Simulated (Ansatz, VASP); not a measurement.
SnSe in VASP and in Ansatz

```
Sn Se
1.0
     0.00000    2.95055    2.95055
     2.95055    0.00000    2.95055
     2.95055    2.95055    0.00000
Sn Se
1 1
Cartesian
  0.0000 0.0000 0.0000
  2.9506 2.9506 2.9506
```

Alike in both runs: task single point; functional PBEsol; k mesh 10 × 10 × 10; occupations gaussian, width 0.05 eV; no spin polarisation.

|  | VASP | Ansatz |
| --- | --- | --- |
| version | VASP 6.6.1 | Ansatz 0.2.0 |
| potentials or method | VASP PAW PBE potentials, release 64 (Sn_d, Se), cutoff 520 eV | scalar-relativistic, plane waves, PAW |
| valence electrons in the cell | 20 | 30 |

|  | VASP | Ansatz | Ansatz less VASP |
| --- | --- | --- | --- |
| gap on the k mesh at the Fermi level (eV) | 0.42 | 0.42 | +0.002 |
| least direct gap on the mesh (eV) | 0.56 | 0.56 | -0.001 |
| pressure (GPa) | 1.5 | 1.4 | -0.02 |

VASP's potentials were made for PBE, not for PBEsol. VASP's potentials hold 20 valence electrons a cell and Ansatz's 30, so a difference there can come from the potentials and not from the codes.
